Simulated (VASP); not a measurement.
**Au: single point with PBE**

Au:

```
Au
1.0
     0.00000    2.11983    2.11983
     2.11983    0.00000    2.11983
     2.11983    2.11983    0.00000
Au
1
Direct
  0.00000 0.00000 0.00000
```

This cell differs from its parent crystal: volume scaled by 1.06.

```json
{
  "Program": "VASP 6.6.1",
  "Task": "single point",
  "Functional": "PBE",
  "Potentials or basis": "VASP PAW PBE potentials, release 64 (Au)",
  "Cutoff": "520 eV",
  "k mesh": "18 × 18 × 18",
  "Occupations": "gaussian, width 0.1 eV",
  "Spin": "no spin polarisation",
  "Dipole correction": "no",
  "Further INCAR settings": "ALGO = Fast; EDIFF = 1e-06; NBANDS = 12"
}
```

* Pressure: -7.0 GPa

Levels at points of the mesh, in eV from the Fermi level:
| k point | band 4 | band 5 | band 6 | band 7 | band 8 | band 9 |
| --- | --- | --- | --- | --- | --- | --- |
| (0.00, 0.00, 0.00) | -4.07 | -2.83 | -2.83 | 14.68 | 18.04 | 18.04 |
| (0.50, 0.00, 0.00) | -1.84 | -1.84 | -0.39 | 2.58 | 14.11 | 16.34 |
| (0.50, 0.50, 0.00) | -1.58 | -1.58 | 1.39 | 4.99 | 9.75 | 9.75 |

Run time: 12 s on 1 thread of Intel(R) Xeon(R) 6975P-C (Granite Rapids), on a shared host, peak memory 0.17 GiB.

Caveat: spin-orbit coupling is left out, which moves the levels of the heavy elements.
